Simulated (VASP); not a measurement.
Cu:

```
Cu
1.0
     0.00000    1.80750    1.80750
     1.80750    0.00000    1.80750
     1.80750    1.80750    0.00000
Cu
1
Cartesian
  0.0000 0.0000 0.0000
```

| Quantity | Value |
| --- | --- |
| Program | VASP 6.6.1 |
| Task | relaxation of cell and atoms |
| Functional | revPBE |
| Dispersion | D4 |
| Potentials or basis | VASP PAW PBE potentials, release 64 (Cu) |
| Cutoff | 600 eV |
| k mesh | 13 × 13 × 13 |
| Occupations | fermi-dirac, width 0.05 eV |
| Spin | no spin polarisation |

At the start: pressure -7.0 GPa; volume 11.81 Å³/atom.

Question: How do energy, volume and symmetry change on relaxing?

Answer: Over 3 steps the energy falls by 12.6 meV/atom and the volume is 11.26 Å³/atom (-4.6 %); space group Fm-3m (No. 225, to 0.05 Å).

The path:
| step | energy change (eV) | largest force (eV/Å) | pressure (GPa) | volume (Å³) |
| --- | --- | --- | --- | --- |
| 1 | 0.0000 | 0.0000 | -6.99 | 11.81 |
| 2 | -0.0078 | 0.0000 | 5.08 | 10.95 |
| 3 | -0.0126 | 0.0000 | 0.02 | 11.26 |

Final structure:
```yaml
crystal:
  lattice:
    - [0.00000, 1.77919, 1.77919]
    - [1.77919, 0.00000, 1.77919]
    - [1.77919, 1.77919, 0.00000]
  atoms:
    - { symbol: Cu, position: [0.00000, 0.00000, 0.00000] }
```

Caveat: the PAW data sets were made with another functional, which shifts forces and pressure a little; pairwise dispersion overbinds metals, which lowers pressure and volume.
